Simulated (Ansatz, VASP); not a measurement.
MgS: VASP beside Ansatz

The input INCAR:

```
ALGO     = Normal         # electronic algorithm
EDIFF    = 1E-6           # SCF threshold, eV
ENCUT    = 600            # plane-wave cutoff, eV
GGA      = RE             # functional
GGA_COMPAT= F            
ISIF     = 2              # what is computed and relaxed
ISMEAR   = 0              # smearing method
LASPH    = T              # aspherical terms in the spheres
LCHARG   = T              # write CHGCAR
LELF     = T              # ELF
LREAL    = F              # projectors in reciprocal space
LVHAR    = T            
LWAVE    = F              # write WAVECAR
NBANDS   = 11             # bands
NELM     = 120            # most SCF steps
PREC     = Accurate       # precision mode
SIGMA    = 0.01           # smearing width, eV
```

Contents of KPOINTS:

```
k-points
0
Gamma
  6 6 6
```

Contents of POSCAR:

```
MgS
1.0
    0.0000000000      2.6043975556      2.6043975556
    2.6043975556      0.0000000000      2.6043975556
    2.6043975556      2.6043975556      0.0000000000
Mg S
1 1
Direct
    0.1490000000      0.4950000000      0.6180000000
    0.6490000000      0.9950000000      1.1180000000
```

Input for Ansatz:

```yaml
crystal:
  lattice:
    - [0.0, 2.6043975556, 2.6043975556]
    - [2.6043975556, 0.0, 2.6043975556]
    - [2.6043975556, 2.6043975556, 0.0]
  atoms:
    - { symbol: Mg, position: [0.149, 0.495, 0.618] }
    - { symbol: S, position: [0.649, 0.995, 1.118] }
basis:
  ecutwfc: 420
kpoints:
  mp_grid: { grid: [6, 6, 6] }
hamiltonian:
  xc: revpbe
scf:
  occupations: { method: fixed }
  max_iter: 80
  convergence: { dr2_threshold: "1e-5 eV" }
output:
  forces: true
  stress: true
  eigenvalues: true
```

Alike in both runs: task single point; functional revPBE; k mesh 6 × 6 × 6; no spin polarisation.

|  | VASP | Ansatz |
| --- | --- | --- |
| version | VASP 6.6.1 | Ansatz 0.2.0 |
| potentials or method | VASP PAW PBE potentials, release 64 (Mg, S), cutoff 600 eV | scalar-relativistic, plane waves, PAW |
| occupations | gaussian, width 0.01 eV | fixed |
| valence electrons in the cell | 8 | 16 |

```csv
,VASP,Ansatz,Ansatz less VASP
gap on the k mesh at the Fermi level (eV),2.88,2.91,+0.026
least direct gap on the mesh (eV),3.81,3.83,+0.018
pressure (GPa),2.3,2.7,+0.35
```

VASP's potentials were made for PBE, not for revPBE. VASP's potentials hold 8 valence electrons a cell and Ansatz's 16, so a difference there can come from the potentials and not from the codes. Ansatz's warnings: force scf threshold loose, stress scf threshold loose.
